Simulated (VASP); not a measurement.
# Li (P6_3/mmc) in VASP: a series of runs

Runs on Li. Level: PBEsol. Tasks: single point, relaxation of cell and atoms.

All numbers are computed with VASP 6.6.1; they aren't measurements. Logs are shortened: lines on timing, memory, paths and dates and some standing lists are left out, and cuts for length are marked.

## Step 1: The cell of the first run

Symmetry: P6_3/mmc, No. 194, hexagonal system. The conventional cell has a = 3.074 Å, b = 3.074 Å, c = 4.956 Å, α = 90.00°, β = 90.00°, γ = 120.00°. Within 4.0 Å of Li (site symmetry -6m2) lie 12 Li at 3.05 to 3.07 Å.

This isn't the form of Li at room conditions, which is bcc.

## Step 2: Single point, PBEsol

INCAR

```
SYSTEM = Li
  ALGO = Normal
  EDIFF = 1E-6
  ENCUT = 750
  GGA = PS
  GGA_COMPAT = .FALSE.
  ISIF = 2
  ISMEAR = 1
  LASPH = .TRUE.
  LCHARG = .TRUE.
  LELF = .TRUE.
  LREAL = .FALSE.
  LVHAR = .TRUE.
  LWAVE = .FALSE.
  NBANDS = 10
  NELM = 120
  PREC = Accurate
  SIGMA = 0.1
```

KPOINTS

```
k-points
0
G
  8 8 4
  0 0 0
```

POSCAR

```
Li
1.0
    3.0738835660      0.0000000000      0.0000000000
   -1.5369417830      2.6620612564      0.0000000000
    0.0000000000      0.0000000000      4.9563677585
Li
2
Direct
    0.3333333333      0.6666666667      0.2500000000
    0.6666666667      0.3333333333      0.7500000000
```

Potentials or basis: VASP PAW PBE potentials, release 64 (Li_sv).

On the command line:

```sh
$ cat potpaw_PBE.64/Li_sv/POTCAR > POTCAR
$ mpirun -np 1 vasp_std > vasp.out
```

OUTCAR:

```text
SYSTEM = Li
   EDIFF = 1E-6
   ENCUT = 750
   GGA = PS
   ISIF = 2
   ISMEAR = 1
   LASPH = .TRUE.
   LREAL = .FALSE.
   NELM = 120
   PREC = Accurate

 ion  position               nearest neighbor table
   1  0.333  0.667  0.250-
   2  0.667  0.333  0.750-

  LATTYP: Found a hexagonal cell.
 ALAT       =     3.0738835660
 C/A-ratio  =     1.6124123286

  Lattice vectors:

 A1 = (   3.0738835660,   0.0000000000,   0.0000000000)
 A2 = (  -1.5369417830,   2.6620612564,   0.0000000000)
 A3 = (   0.0000000000,   0.0000000000,   4.9563677585)

Analysis of symmetry for initial positions (statically):
=====================================================================
 Subroutine PRICEL returns:
 Original cell was already a primitive cell.

 Routine SETGRP: Setting up the symmetry group for a
 hexagonal supercell.

 Subroutine GETGRP returns: Found 24 space group operations
 (whereof 12 operations were pure point group operations)
 out of a pool of 24 trial point group operations.

The static configuration has the point symmetry D_3d.
 The point group associated with its full space group is D_6h.

Analysis of symmetry for dynamics (positions and initial velocities):
=====================================================================
 Subroutine PRICEL returns:
 Original cell was already a primitive cell.

 Routine SETGRP: Setting up the symmetry group for a
 hexagonal supercell.

 Subroutine GETGRP returns: Found 24 space group operations
 (whereof 12 operations were pure point group operations)
 out of a pool of 24 trial point group operations.

The dynamic configuration has the point symmetry D_3d.
 The point group associated with its full space group is D_6h.

 Subroutine INISYM returns: Found 24 space group operations
 (whereof 12 operations are pure point group operations),
 and found     1 'primitive' translations

----------------------------------------------------------------------------------------

                                     Primitive cell

  volume of cell :      40.5573

  direct lattice vectors                    reciprocal lattice vectors
     3.073883566  0.000000000  0.000000000     0.325321366  0.187824378  0.000000000
    -1.536941783  2.662061256  0.000000000     0.000000000  0.375648756  0.000000000
     0.000000000  0.000000000  4.956367758     0.000000000  0.000000000  0.201760654

  length of vectors
     3.073883566  3.073883566  4.956367758     0.375648756  0.375648756  0.201760654
[... 87 lines left out ...]
   ISIF   =      2    stress and relaxation
   ISYM   =      2    0-nonsym 1-usesym 2-fastsym
   POTIM  = 0.5000    time-step for ionic-motion
   TEBEG  =    0.0;   TEEND  =   0.0 temperature during run
   PSTRESS=    0.0 pullay stress
   NELECT =       6.0000    total number of electrons
   NUPDOWN=      -1.0000    fix difference up-down
   EMIN   =  10.00;   EMAX   =-10.00  energy-range for DOS
   EFERMI =   0.00;   METHOD = LEGACY
   ISMEAR =     1;   SIGMA  =   0.10  broadening in eV -4-tet -1-fermi 0-gaus
   EFERMI_NEDOS =   21; number of points for ismear=-14 and -15
   IALGO  =     38    algorithm
   IMIX   =      4    mixing-type and parameters
     AMIX     =   0.40;   BMIX     =  1.00
     AMIX_MAG =   1.60;   BMIX_MAG =  1.00
  volume/ion in A,a.u.               =      20.28       136.85
  Fermi-wavevector in a.u.,A,eV,Ry     =   0.865836  1.636193 10.199904  0.749672
  Thomas-Fermi vector in A             =   1.984137
   LORBIT       =      0    0 simple, 1 ext, 2 COOP (PROOUT), +10 PAW based schemes
   GGA     = PS    functional components
   LHFCALC =     F    Hartree Fock is set to
   AEXX    =    0.0000 exact exchange contribution
   IVDW    =     0    specifies the selected vdW correction
   LEPSILON=     F    determine dielectric tensor
   LRPA    =     F    only Hartree local field effects (RPA)
 non-spin polarized calculation
 Methfessel and Paxton  Order N= 1 SIGMA  =   0.10
  energy-cutoff  :      750.00
  volume of cell :       40.56
 maximum number of plane-waves:      1908
 NGX is ok and might be reduce to    28
   NGX = 13   NGY = 13   NGZ = 23

 number of electron       5.9999998 magnetization

 Free energy of the ion-electron system (eV)
  ---------------------------------------------------
  ext. energy  EPLUGINS =         0.00000000
  ---------------------------------------------------
  free energy    TOTEN  =        -3.93019825 eV

  energy without entropy =       -3.92945502  energy(sigma->0) =       -3.92995051

 E-fermi :   0.4827     XC(G=0):  -7.0167

 val. band max:        0.4749616951   @ k =   0.3750   0.1250   0.2500
 cond. band min:       0.5111050066   @ k =   0.5000  -0.0000   0.0000
 fundamental gap:      0.0361433114
 Fermi energy:         0.4826919274

 k-point     1 :       0.0000    0.0000    0.0000
  band No.  band energies     occupation
      1     -45.2784      2.00000
      2     -45.2583      2.00000
      3      -2.9408      2.00000
      4       0.6783     -0.01840
      5       3.6446      0.00000
      6      12.9401      0.00000
      7      12.9401      0.00000
      8      14.3631      0.00000
      9      14.3631      0.00000
     10      15.3284      0.00000
[... 287 lines left out ...]
 k-point    24 :       0.3750   -0.0000    0.5000
  band No.  band energies     occupation
      1     -45.2581      2.00000
      2     -45.2581      2.00000
      3       0.3688      2.06837
      4       0.3688      2.06837
      5       5.5575      0.00000
      6       5.5575      0.00000
      7      10.6621      0.00000
      8      10.6621      0.00000
      9      10.9988      0.00000
     10      10.9988      0.00000

 [... further k-points ...]

------------------------ aborting loop because EDIFF is reached ----------------------------------------

  FORCE on cell =-STRESS in cart. coord.  units (eV):
  Direction    XX          YY          ZZ          XY          YZ          ZX
  --------------------------------------------------------------------------------------
  -------------------------------------------------------------------------------------
  Total       -0.0135744     -0.0135744     -0.0728042      0.0000000     -0.0000000      0.0000000
  in kB       -0.5362448     -0.5362448     -2.8760592      0.0000000     -0.0000000      0.0000000
  external PRESSURE =      -1.3161830 kB  Pullay stress =       0.0000000 kB

 VOLUME and BASIS-vectors are now :
 -----------------------------------------------------------------------------
  energy-cutoff  :      750.00
  volume of cell :       40.56
      direct lattice vectors                 reciprocal lattice vectors
     3.073883566  0.000000000  0.000000000     0.325321366  0.187824378  0.000000000
    -1.536941783  2.662061256  0.000000000     0.000000000  0.375648756  0.000000000
     0.000000000  0.000000000  4.956367758     0.000000000  0.000000000  0.201760654

 POSITION                                       TOTAL-FORCE (eV/Angst)
 -----------------------------------------------------------------------------------
     -0.00000      1.77471      1.23909         0.000000     -0.000000      0.000000
      1.53694      0.88735      3.71728        -0.000000      0.000000      0.000000
 -----------------------------------------------------------------------------------
    total drift:                               -0.000000      0.000000      0.000000

  FREE ENERGIE OF THE ION-ELECTRON SYSTEM (eV)
  ---------------------------------------------------
  free  energy   TOTEN  =        -3.9301982477 eV

  energy  without entropy=       -3.9294550237  energy(sigma->0) =       -3.92995051
```

OSZICAR:

```text
N       E                     dE             d eps       ncg     rms          rms(c)
DAV:   1     0.214373971274E+02    0.21437E+02   -0.35971E+03   600   0.702E+02
DAV:   2    -0.893750441919E+00   -0.22331E+02   -0.21750E+02   732   0.142E+02
DAV:   3    -0.387810542988E+01   -0.29844E+01   -0.29683E+01  1038   0.355E+01
DAV:   4    -0.393455908033E+01   -0.56454E-01   -0.56350E-01   748   0.569E+00
DAV:   5    -0.393494904305E+01   -0.38996E-03   -0.38992E-03   800   0.549E-01    0.514E-01
DAV:   6    -0.393185360070E+01    0.30954E-02   -0.12642E-03   942   0.190E-01    0.287E-01
DAV:   7    -0.393016298787E+01    0.16906E-02   -0.28694E-03   922   0.285E-01    0.369E-02
DAV:   8    -0.393020460323E+01   -0.41615E-04   -0.34781E-04   748   0.121E-01    0.221E-03
DAV:   9    -0.393020047990E+01    0.41233E-05   -0.79735E-06   896   0.213E-02    0.816E-04
DAV:  10    -0.393019869119E+01    0.17887E-05   -0.27076E-07   474   0.301E-03    0.211E-04
DAV:  11    -0.393019824771E+01    0.44349E-06   -0.39362E-08   358   0.159E-03
   1 F= -.39301982E+01 E0= -.39299505E+01  d E =-.743224E-03
```

stdout:

```text
POSCAR found type information on POSCAR Li
 POSCAR found :  1 types and       2 ions
 scaLAPACK will be used
 -----------------------------------------------------------------------------
|                                                                             |
|                                                                             |
|     You enforced a specific xc type in the INCAR file but a different       |
|     I HOPE YOU KNOW WHAT YOU ARE DOING!                                     |
|                                                                             |
 -----------------------------------------------------------------------------

 LDA part: xc-table for (Slater+PW92), standard interpolation
 POSCAR, INCAR and KPOINTS ok, starting setup
 FFT: planning ... GRIDC
 FFT: planning ... GRID_SOFT
 FFT: planning ... GRID
 WAVECAR not read
 entering main loop
```

It took 7.3 s on 1 thread of Intel Xeon 6975P-C (Granite Rapids), shared host; peak memory 0.17 GiB.

What came out:

- Free energy: -3.9302 eV
- Pressure: -0.1 GPa
- Band gap on the k mesh: zero (bands 3 and 4 overlap by 4.04 eV)

Levels at points of the mesh, in eV from the Fermi level:
```tsv
k point	band 1	band 2	band 3	band 4	band 5	band 6	band 7
(0.00, 0.00, 0.00)	-45.76	-45.74	-3.42	0.20	3.16	12.46	12.46
(0.50, 0.00, 0.00)	-45.74	-45.74	0.03	1.15	4.84	6.01	6.46
(0.00, 0.00, 0.50)	-45.75	-45.75	-2.29	-2.29	8.32	8.32	13.40
(0.50, 0.00, 0.50)	-45.74	-45.74	0.81	0.81	3.62	3.62	9.88
```

Caveat: the PAW data sets were made with another functional, which shifts forces and pressure a little.

[end of part 1 of 2]
